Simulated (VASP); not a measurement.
The system is SnO2.

```
Sn O
1.0
     4.73800    0.00000    0.00000
     0.00000    4.73800    0.00000
     0.00000    0.00000    3.18650
Sn O
2 4
Direct
  0.00000 0.00000 0.00000
  0.50000 0.50000 0.50000
  0.30710 0.30710 0.00000
  0.19290 0.80710 0.50000
  0.69290 0.69290 0.00000
  0.80710 0.19290 0.50000
```

* Program: VASP 6.6.1
* Task: relaxation of cell and atoms
* Functional: r2SCAN
* Potentials or basis: VASP PAW PBE potentials, release 64 (Sn_d, O)
* Cutoff: 600 eV
* k mesh: 6 × 6 × 8
* Occupations: gaussian, width 0.01 eV
* Spin: no spin polarisation

At the start: pressure 4.3 GPa; volume 11.92 Å³/atom.

Task: How do energy, volume and symmetry change on relaxing?

Result: Over 5 steps the energy falls by 3.6 meV/atom and the volume is 12.13 Å³/atom (+1.8 %); space group P4_2/mnm (No. 136, to 0.1 Å) before and after.

Step by step:
```csv
step,energy change (eV),largest force (eV/Å),pressure (GPa),volume (Å³)
1,0.0000,0.2774,4.32,71.53
2,0.0236,0.2129,-6.08,74.91
3,-0.0214,0.0590,-0.18,72.88
4,-0.0214,0.0614,-0.08,72.86
5,-0.0219,0.0084,0.03,72.80
```

Final structure:
```xyz
6
Lattice="4.7632 0.0000 0.0000 0.0000 4.7632 0.0000 0.0000 0.0000 3.2086" Properties=species:S:1:pos:R:3 pbc="T T T"
Sn    0.0000    4.7632    0.0000
Sn    2.3816    2.3816    1.6043
O     1.4571    1.4571    0.0000
O     0.9245    3.8387    1.6043
O     3.3061    3.3061    3.2085
O     3.8387    0.9245    1.6043
```

Caveat: the PAW data sets were made with another functional, which shifts forces and pressure a little.
